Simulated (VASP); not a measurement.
# ScAl2N3 (Cmc2_1) in VASP: notebook, part 2 of 2

VASP 6.6.1.

**3. Single point, PBE**

This run uses another cell than the first one, of 11.74 Å³/atom.

INCAR reads:

```
SYSTEM = ScAl2N3
  PREC = Accurate
  ENCUT = 520
  EDIFF = 1E-6
  ISMEAR = 0
  SIGMA = 0.02
  LREAL = .FALSE.
  LASPH = .TRUE.
  NELM = 100
  ALGO = Normal
  ISIF = 2
  LWAVE = .FALSE.
  LCHARG = .TRUE.
  GGA = PE
  LELF = .TRUE.
  LVHAR = .TRUE.
  NBANDS = 44
```

KPOINTS reads:

```
regular mesh
0
G
  6 6 6
  0 0 0
```

POSCAR reads:

```
ScAl2N3
1.0
    4.9380638204     -2.8397602654      0.0000000000
    4.9380638204      2.8397602654      0.0000000000
    0.0000000000      0.0000000000      5.0229706300
Sc Al N
2 4 6
Direct
    0.6777077092      0.3222922908      0.5213827019
    0.3222922908      0.6777077092      0.0213827019
    0.0066990774      0.3357216471      0.0050866663
    0.9933009226      0.6642783529      0.5050866663
    0.6642783529      0.9933009226      0.0050866663
    0.3357216471      0.0066990774      0.5050866663
    0.0293764091      0.3324980217      0.6266420481
    0.9706235909      0.6675019783      0.1266420481
    0.6909270875      0.3090729125      0.0901598694
    0.3090729125      0.6909270875      0.5901598694
    0.6675019783      0.9706235909      0.6266420481
    0.3324980217      0.0293764091      0.1266420481
```

Potentials or basis: VASP PAW PBE potentials, release 64 (Sc_sv, Al, N).

Launch:

```
> cat potpaw_PBE.64/Sc_sv/POTCAR potpaw_PBE.64/Al/POTCAR potpaw_PBE.64/N/POTCAR > POTCAR
> mpirun -np 1 vasp_std > vasp.out
```

OUTCAR:

```text
SYSTEM = ScAl2N3
   PREC = Accurate
   ENCUT = 520
   EDIFF = 1E-6
   ISMEAR = 0
   LREAL = .FALSE.
   LASPH = .TRUE.
   NELM = 100
   ISIF = 2
   GGA = PE

 ion  position               nearest neighbor table
   1  0.678  0.322  0.521-   7 2.10  11 2.10  10 2.12   9 2.17   3 3.09   5 3.09   2 3.22   2 3.22
                             3 3.22   5 3.22   6 3.24   4 3.24   4 3.25   6 3.25   6 3.37   4 3.37
   2  0.322  0.678  0.021-   8 2.10  12 2.10   9 2.12  10 2.17   4 3.09   6 3.09   1 3.22   1 3.22
                             4 3.22   6 3.22   3 3.24   5 3.24   5 3.25   3 3.25   5 3.37   3 3.37
   3  0.007  0.336  0.005-   8 1.90  12 1.90   7 1.90   9 1.93   1 3.09   4 3.11   4 3.11   6 3.13
                             6 3.13   1 3.22   5 3.24   5 3.24   2 3.24   2 3.25   2 3.37
   4  0.993  0.664  0.505-   7 1.90  11 1.90   8 1.90  10 1.93   2 3.09   3 3.11   3 3.11   5 3.13
                             5 3.13   2 3.22   6 3.24   6 3.24   1 3.24   1 3.25   1 3.37
   5  0.664  0.993  0.005-  12 1.90   8 1.90  11 1.90   9 1.93   1 3.09   6 3.11   6 3.11   4 3.13
                             4 3.13   1 3.22   3 3.24   3 3.24   2 3.24   2 3.25   2 3.37
   6  0.336  0.007  0.505-  11 1.90   7 1.90  12 1.90  10 1.93   2 3.09   5 3.11   5 3.11   3 3.13
                             3 3.13   2 3.22   4 3.24   4 3.24   1 3.24   1 3.25   1 3.37
   7  0.029  0.332  0.627-   4 1.90   6 1.90   3 1.90   1 2.10
   8  0.971  0.668  0.127-   3 1.90   5 1.90   4 1.90   2 2.10
   9  0.691  0.309  0.090-   3 1.93   5 1.93   2 2.12   1 2.17
  10  0.309  0.691  0.590-   4 1.93   6 1.93   1 2.12   2 2.17
  11  0.668  0.971  0.627-   6 1.90   4 1.90   5 1.90   1 2.10
  12  0.332  0.029  0.127-   5 1.90   3 1.90   6 1.90   2 2.10

  LATTYP: Found a base centered orthorhombic cell.
 ALAT       =     5.6795205308
 B/A-ratio  =     1.7389016533
 C/A-ratio  =     0.8844004706

  Lattice vectors:

 A1 = (  -4.9380638204,  -2.8397602654,   0.0000000000)
 A2 = (   4.9380638204,  -2.8397602654,   0.0000000000)
 A3 = (   0.0000000000,   0.0000000000,   5.0229706300)

Analysis of symmetry for initial positions (statically):
=====================================================================
 Subroutine PRICEL returns:
 Original cell was already a primitive cell.

 Routine SETGRP: Setting up the symmetry group for a
 base centered orthorhombic supercell.

 Subroutine GETGRP returns: Found  4 space group operations
 (whereof  2 operations were pure point group operations)
 out of a pool of  8 trial point group operations.

The static configuration has the point symmetry C_1h.
 The point group associated with its full space group is C_2v.

Analysis of symmetry for dynamics (positions and initial velocities):
=====================================================================
 Subroutine PRICEL returns:
 Original cell was already a primitive cell.

 Routine SETGRP: Setting up the symmetry group for a
 base centered orthorhombic supercell.

 Subroutine GETGRP returns: Found  4 space group operations
 (whereof  2 operations were pure point group operations)
 out of a pool of  8 trial point group operations.

The dynamic configuration has the point symmetry C_1h.
 The point group associated with its full space group is C_2v.

 Subroutine INISYM returns: Found  4 space group operations
 (whereof  2 operations are pure point group operations),
 and found     1 'primitive' translations

----------------------------------------------------------------------------------------

                                     Primitive cell

  volume of cell :     140.8734

  direct lattice vectors                    reciprocal lattice vectors
[... 100 lines left out ...]
   ICHARG =      2    charge: 1-file 2-atom 10-const
   ISPIN  =      1    spin polarized calculation?
   LNONCOLLINEAR =      F non collinear calculations
   LSORBIT =      F    spin-orbit coupling
   LASPH  =      T    aspherical Exc in radial PAW
   ENCUT  =  520.0 eV  38.22 Ry    6.18 a.u.  10.59 10.59  9.34*2*pi/ulx,y,z
   NELM   =    100;   NELMIN=  2; NELMDL= -5     # of ELM steps
   EDIFF  = 0.1E-05   stopping-criterion for ELM
   LREAL  =      F    real-space projection
   EDIFFG = 0.1E-04   stopping-criterion for IOM
   NSW    =      0    number of steps for IOM
   IBRION =     -1    ionic relax: 0-MD 1-quasi-New 2-CG
   NFREE  =      0    steps in history (QN), initial steepest desc. (CG)
   ISIF   =      2    stress and relaxation
   ISYM   =      2    0-nonsym 1-usesym 2-fastsym
   POTIM  = 0.5000    time-step for ionic-motion
   TEBEG  =    0.0;   TEEND  =   0.0 temperature during run
   PSTRESS=    0.0 pullay stress
   NELECT =      64.0000    total number of electrons
   NUPDOWN=      -1.0000    fix difference up-down
   EMIN   =  10.00;   EMAX   =-10.00  energy-range for DOS
   EFERMI =   0.00;   METHOD = LEGACY
   ISMEAR =     0;   SIGMA  =   0.02  broadening in eV -4-tet -1-fermi 0-gaus
   EFERMI_NEDOS =   21; number of points for ismear=-14 and -15
   IALGO  =     38    algorithm
   IMIX   =      4    mixing-type and parameters
     AMIX     =   0.40;   BMIX     =  1.00
     AMIX_MAG =   1.60;   BMIX_MAG =  1.00
  volume/ion in A,a.u.               =      11.74        79.22
  Fermi-wavevector in a.u.,A,eV,Ry     =   1.258515  2.378249 21.549732  1.583861
  Thomas-Fermi vector in A             =   2.392121
   LORBIT       =      0    0 simple, 1 ext, 2 COOP (PROOUT), +10 PAW based schemes
   GGA     = PE    functional components
   LHFCALC =     F    Hartree Fock is set to
   AEXX    =    0.0000 exact exchange contribution
   IVDW    =     0    specifies the selected vdW correction
   LEPSILON=     F    determine dielectric tensor
   LRPA    =     F    only Hartree local field effects (RPA)
 non-spin polarized calculation
 Gauss-broadening in eV      SIGMA  =   0.02
  energy-cutoff  :      520.00
  volume of cell :      140.87
 maximum number of plane-waves:      3820
   NGX = 21   NGY = 21   NGZ = 19

 number of electron      64.0000003 magnetization

 Free energy of the ion-electron system (eV)
  ---------------------------------------------------
  ext. energy  EPLUGINS =         0.00000000
  ---------------------------------------------------
  free energy    TOTEN  =       -95.06493095 eV

  energy without entropy =      -95.06493095  energy(sigma->0) =      -95.06493095

 E-fermi :   4.8974     XC(G=0): -10.7519

 val. band max:        4.8166817032   @ k =   0.5000   0.5000   0.0000
 cond. band min:       7.7944056283   @ k =   0.0000   0.0000   0.0000
 fundamental gap:      2.9777239252
 Fermi energy:         4.8974330947

 k-point     1 :       0.0000    0.0000    0.0000
  band No.  band energies     occupation
      1     -42.6145      2.00000
      2     -42.5873      2.00000
      3     -21.4116      2.00000
      4     -21.3682      2.00000
      5     -21.3337      2.00000
      6     -21.3052      2.00000
[... 1117 lines left out ...]
     43      11.5493      0.00000
     44      12.4195      0.00000

 [... further k-points ...]

------------------------ aborting loop because EDIFF is reached ----------------------------------------

  FORCE on cell =-STRESS in cart. coord.  units (eV):
  Direction    XX          YY          ZZ          XY          YZ          ZX
  --------------------------------------------------------------------------------------
  -------------------------------------------------------------------------------------
  Total        0.1305183      0.1171228      0.0886718      0.0000000      0.0000000      0.0000000
  in kB        1.4844071      1.3320571      1.0084792      0.0000000      0.0000000      0.0000000
  external PRESSURE =       1.2749812 kB  Pullay stress =       0.0000000 kB

 VOLUME and BASIS-vectors are now :
 -----------------------------------------------------------------------------
  energy-cutoff  :      520.00
  volume of cell :      140.87
      direct lattice vectors                 reciprocal lattice vectors
     4.938063820 -2.839760265  0.000000000     0.101254260 -0.176071201  0.000000000
     4.938063820  2.839760265  0.000000000     0.101254260  0.176071201  0.000000000
     0.000000000  0.000000000  5.022970630     0.000000000  0.000000000  0.199085377

 POSITION                                       TOTAL-FORCE (eV/Angst)
 -----------------------------------------------------------------------------------
      4.93806     -1.00929      2.61889         0.000000     -0.000962      0.009672
      4.93806      1.00929      0.10740         0.000000      0.000962      0.009672
      1.69090      0.93435      0.02555         0.001256     -0.004566      0.001702
      8.18523     -0.93435      2.53704        -0.001256      0.004566      0.001702
      8.18523      0.93435      0.02555        -0.001256     -0.004566      0.001702
      1.69090     -0.93435      2.53704         0.001256      0.004566      0.001702
      1.78696      0.86079      3.14760         0.049628     -0.030153      0.012492
      8.08917     -0.86079      0.63612        -0.049628      0.030153      0.012492
      4.93806     -1.08437      0.45287         0.000000     -0.056135     -0.038060
      4.93806      1.08437      2.96436         0.000000      0.056135     -0.038060
      8.08917      0.86079      3.14760        -0.049628     -0.030153      0.012492
      1.78696     -0.86079      0.63612         0.049628      0.030153      0.012492
 -----------------------------------------------------------------------------------
    total drift:                               -0.000000     -0.000000     -0.000834

  FREE ENERGIE OF THE ION-ELECTRON SYSTEM (eV)
  ---------------------------------------------------
  free  energy   TOTEN  =       -95.0649309509 eV

  energy  without entropy=      -95.0649309509  energy(sigma->0) =      -95.06493095
```

It took 4.1 min on 1 thread of Oxide Virtual Turin-like, shared host; peak memory 0.39 GiB.

Results:

```
Free energy            : -95.0649 eV
Pressure               : 0.1 GPa
Largest force          : 0.068 eV/Å
Band gap on the k mesh : 2.98 eV (least direct gap 3.02 eV)
```

Forces on the atoms (eV/Å):
```
Sc   0.000 -0.001  0.010
Sc   0.000  0.001  0.010
Al   0.001 -0.005  0.002
Al  -0.001  0.005  0.002
Al  -0.001 -0.005  0.002
Al   0.001  0.005  0.002
N    0.050 -0.030  0.012
N   -0.050  0.030  0.012
N    0.000 -0.056 -0.038
N    0.000  0.056 -0.038
N   -0.050 -0.030  0.012
N    0.050  0.030  0.012
```

**4. Single point, PBE**

This run uses another cell than the first one, of 11.74 Å³/atom.

INCAR reads:

```
PREC = Accurate
ENCUT = 520
EDIFF = 1E-6
ISMEAR = 0
SIGMA = 0.02
LREAL = F
LASPH = T
NELM = 80
ALGO = Normal
ISIF = 2
LWAVE = F
LCHARG = T
GGA = PE
LELF = T
LVHAR = T
NBANDS = 44
```

KPOINTS reads:

```
regular mesh
0
Gamma
  6 6 6
```

POSCAR is that of step 3.

Potentials or basis: VASP PAW PBE potentials, release 64 (Sc_sv, Al, N).

Launch:

```
> cat potpaw_PBE.64/Sc_sv/POTCAR potpaw_PBE.64/Al/POTCAR potpaw_PBE.64/N/POTCAR > POTCAR
> mpirun -np 1 vasp_std > vasp.out
```

OUTCAR:

```text
PREC = Accurate
   ENCUT = 520
   EDIFF = 1E-6
   ISMEAR = 0
   LREAL = F
   LASPH = T
   NELM = 80
   ISIF = 2
   GGA = PE

 ion  position               nearest neighbor table
   1  0.678  0.322  0.521-   7 2.10  11 2.10  10 2.12   9 2.17   3 3.09   5 3.09   2 3.22   2 3.22
                             3 3.22   5 3.22   6 3.24   4 3.24   4 3.25   6 3.25   6 3.37   4 3.37
   2  0.322  0.678  0.021-   8 2.10  12 2.10   9 2.12  10 2.17   4 3.09   6 3.09   1 3.22   1 3.22
                             4 3.22   6 3.22   3 3.24   5 3.24   5 3.25   3 3.25   5 3.37   3 3.37
[... 1369 lines left out ...]
 VOLUME and BASIS-vectors are now :
 -----------------------------------------------------------------------------
  energy-cutoff  :      520.00
  volume of cell :      140.87
      direct lattice vectors                 reciprocal lattice vectors
     4.938063820 -2.839760265  0.000000000     0.101254260 -0.176071201  0.000000000
     4.938063820  2.839760265  0.000000000     0.101254260  0.176071201  0.000000000
     0.000000000  0.000000000  5.022970630     0.000000000  0.000000000  0.199085377

 POSITION                                       TOTAL-FORCE (eV/Angst)
 -----------------------------------------------------------------------------------
      4.93806     -1.00929      2.61889         0.000000     -0.000962      0.009672
      4.93806      1.00929      0.10740         0.000000      0.000962      0.009672
      1.69090      0.93435      0.02555         0.001256     -0.004566      0.001702
      8.18523     -0.93435      2.53704        -0.001256      0.004566      0.001702
      8.18523      0.93435      0.02555        -0.001256     -0.004566      0.001702
      1.69090     -0.93435      2.53704         0.001256      0.004566      0.001702
      1.78696      0.86079      3.14760         0.049628     -0.030153      0.012492
      8.08917     -0.86079      0.63612        -0.049628      0.030153      0.012492
      4.93806     -1.08437      0.45287         0.000000     -0.056135     -0.038060
      4.93806      1.08437      2.96436         0.000000      0.056135     -0.038060
      8.08917      0.86079      3.14760        -0.049628     -0.030153      0.012492
      1.78696     -0.86079      0.63612         0.049628      0.030153      0.012492
 -----------------------------------------------------------------------------------
    total drift:                               -0.000000     -0.000000     -0.000834

  FREE ENERGIE OF THE ION-ELECTRON SYSTEM (eV)
  ---------------------------------------------------
  free  energy   TOTEN  =       -95.0649309509 eV

  energy  without entropy=      -95.0649309509  energy(sigma->0) =      -95.06493095
```

OSZICAR:

```text
N       E                     dE             d eps       ncg     rms          rms(c)
DAV:   1     0.844796416687E+03    0.84480E+03   -0.27964E+04  4576   0.143E+03
DAV:   2     0.484613110555E+02   -0.79634E+03   -0.76730E+03  4664   0.475E+02
DAV:   3    -0.105249398440E+03   -0.15371E+03   -0.14606E+03  7468   0.178E+02
DAV:   4    -0.115506590998E+03   -0.10257E+02   -0.10193E+02  7480   0.553E+01
DAV:   5    -0.115664723150E+03   -0.15813E+00   -0.15780E+00  7448   0.906E+00    0.272E+01
DAV:   6    -0.947403197053E+02    0.20924E+02   -0.92509E+01  7184   0.520E+01    0.970E+00
DAV:   7    -0.951715472163E+02   -0.43123E+00   -0.67254E+00  7416   0.156E+01    0.702E+00
DAV:   8    -0.950681638697E+02    0.10338E+00   -0.60458E-01  7064   0.534E+00    0.174E+00
DAV:   9    -0.950699923746E+02   -0.18285E-02   -0.34228E-02  6616   0.133E+00    0.605E-01
DAV:  10    -0.950645398161E+02    0.54526E-02   -0.25298E-02  7000   0.977E-01    0.282E-01
DAV:  11    -0.950651629900E+02   -0.62317E-03   -0.51491E-03  7244   0.549E-01    0.114E-01
DAV:  12    -0.950649332565E+02    0.22973E-03   -0.10316E-03  7208   0.278E-01    0.281E-02
DAV:  13    -0.950649269236E+02    0.63329E-05   -0.89968E-05  6416   0.498E-02    0.136E-02
DAV:  14    -0.950649310209E+02   -0.40973E-05   -0.31867E-05  6928   0.344E-02    0.981E-03
DAV:  15    -0.950649315120E+02   -0.49107E-06   -0.11317E-05  7076   0.272E-02    0.753E-03
DAV:  16    -0.950649309509E+02    0.56107E-06   -0.16167E-06  4152   0.149E-02
   1 F= -.95064931E+02 E0= -.95064931E+02  d E =-.434657E-11
```

It took 5 min on 1 thread of Oxide Virtual Turin-like, shared host; peak memory 0.38 GiB.

Results:

* Free energy: -95.0649 eV
* Pressure: 0.1 GPa
* Largest force: 0.068 eV/Å
* Band gap on the k mesh: 2.98 eV (least direct gap 3.02 eV)

Forces in eV/Å, atoms in the order of the input:
```
Sc   0.000 -0.001  0.010
Sc   0.000  0.001  0.010
Al   0.001 -0.005  0.002
Al  -0.001  0.005  0.002
Al  -0.001 -0.005  0.002
Al   0.001  0.005  0.002
N    0.050 -0.030  0.012
N   -0.050  0.030  0.012
N    0.000 -0.056 -0.038
N    0.000  0.056 -0.038
N   -0.050 -0.030  0.012
N    0.050  0.030  0.012
```

Levels at points of the mesh, in eV from the valence-band top:
```
           k point  band 30  band 31  band 32  band 33  band 34  band 35
(0.00, 0.00, 0.00)    -0.72    -0.69    -0.04     2.98     3.51     4.12
(0.50, 0.00, 0.00)    -0.59    -0.20    -0.15     3.54     3.78     3.87
(0.50, 0.50, 0.00)    -0.43    -0.22     0.00     3.37     3.95     4.28
(0.00, 0.00, 0.50)    -0.65    -0.43    -0.43     4.45     4.45     4.46
(0.50, 0.00, 0.50)    -0.82    -0.39    -0.39     4.19     4.19     4.63
(0.50, 0.50, 0.50)    -0.65    -0.42    -0.42     3.99     3.99     4.77
```

A k mesh can miss the band edges.
